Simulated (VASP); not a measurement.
Wanted: the native input for a VASP 6.6.1 run.

```yaml
Task: single point
Functional: r2SCAN
Dispersion: D3(BJ)
Potentials_or_basis: VASP PAW PBE potentials, release 64 (W_sv, Se)
Cutoff: 520 eV
k_mesh: 6 × 6 × 2
Occupations: gaussian, width 0.1 eV
Spin: no spin polarisation
Dipole_correction: no
Further_INCAR_settings: ALGO = Normal; EDIFF = 1e-06; NBANDS = 35
```

WSe2:

```
W Se
1.0
     3.29000    0.00000    0.00000
    -1.64500    2.84922    0.00000
     0.00000    0.00000   12.97000
W Se
2 4
Direct
  0.33333 0.66667 0.25000
  0.66667 0.33333 0.75000
  0.33333 0.66667 0.62100
  0.66667 0.33333 0.12100
  0.33333 0.66667 0.87900
  0.66667 0.33333 0.37900
```

One way to write it, as run:

POSCAR

```
WSe2
1.0
    3.2900000000      0.0000000000      0.0000000000
   -1.6450000000      2.8492235785      0.0000000000
    0.0000000000      0.0000000000     12.9700000000
W Se
2 4
Direct
    0.3333333333      0.6666666667      0.2500000000
    0.6666666667      0.3333333333      0.7500000000
    0.3333333333      0.6666666667      0.6210000000
    0.6666666667      0.3333333333      0.1210000000
    0.3333333333      0.6666666667      0.8790000000
    0.6666666667      0.3333333333      0.3790000000
```

INCAR.step1

```
SYSTEM = WSe2
PREC     = Accurate       ! precision mode
ENCUT    = 520            ! plane-wave cutoff, eV
ISMEAR   = 0              ! smearing method
SIGMA    = 0.1            ! smearing width, eV
LREAL    = .False.        ! projectors in reciprocal space
LASPH    = .True.         ! aspherical terms in the spheres
NELM     = 60             ! most SCF steps
NBANDS   = 35             ! bands
GGA      = PE             ! functional
ALGO     = Normal         ! electronic algorithm
EDIFF    = 1E-4           ! SCF threshold, eV
LWAVE    = .True.         ! write WAVECAR
LCHARG   = .False.        ! write CHGCAR
```

INCAR.step2

```
SYSTEM = WSe2
PREC     = Accurate       ! precision mode
ENCUT    = 520            ! plane-wave cutoff, eV
EDIFF    = 1E-6           ! SCF threshold, eV
ISMEAR   = 0              ! smearing method
SIGMA    = 0.1            ! smearing width, eV
LREAL    = .False.        ! projectors in reciprocal space
LASPH    = .True.         ! aspherical terms in the spheres
NELM     = 60             ! most SCF steps
ALGO     = Normal         ! electronic algorithm
ISIF     = 2              ! what is computed and relaxed
LWAVE    = .False.        ! write WAVECAR
LCHARG   = .False.        ! write CHGCAR
METAGGA  = R2SCAN         ! meta-GGA
LMIXTAU  = .True.       
IVDW     = 12             ! dispersion correction
VDW_S6   = 1.0          
VDW_S8   = 0.78981345   
VDW_A1   = 0.49484001   
VDW_A2   = 5.73083694   
NBANDS   = 35             ! bands
ISTART   = 1
```

KPOINTS

```
Automatic mesh
0
Gamma
  6 6 2
  0 0 0
```

Potentials or basis: VASP PAW PBE potentials, release 64 (W_sv, Se).

Run with:

```console
$ cat potpaw_PBE.64/W_sv/POTCAR potpaw_PBE.64/Se/POTCAR > POTCAR
$ cp INCAR.step1 INCAR
$ mpirun -np 1 vasp_std > vasp.out
$ cp INCAR.step2 INCAR
$ mpirun -np 1 vasp_std > vasp.out
```

Results of the run:

* Pressure: 0.2 GPa
* Largest force: 0.104 eV/Å
* Band gap on the k mesh: 1.09 eV, indirect (least direct gap 1.64 eV)
* Dispersion energy per atom: -0.220 eV

Caveat: the PAW data sets were made with another functional, which shifts forces and pressure a little; spin-orbit coupling is left out, which moves the levels of the heavy elements.

Wall time 82 s on 1 thread of Intel(R) Xeon(R) 6975P-C (Granite Rapids) (shared host), peak memory 0.26 GiB.
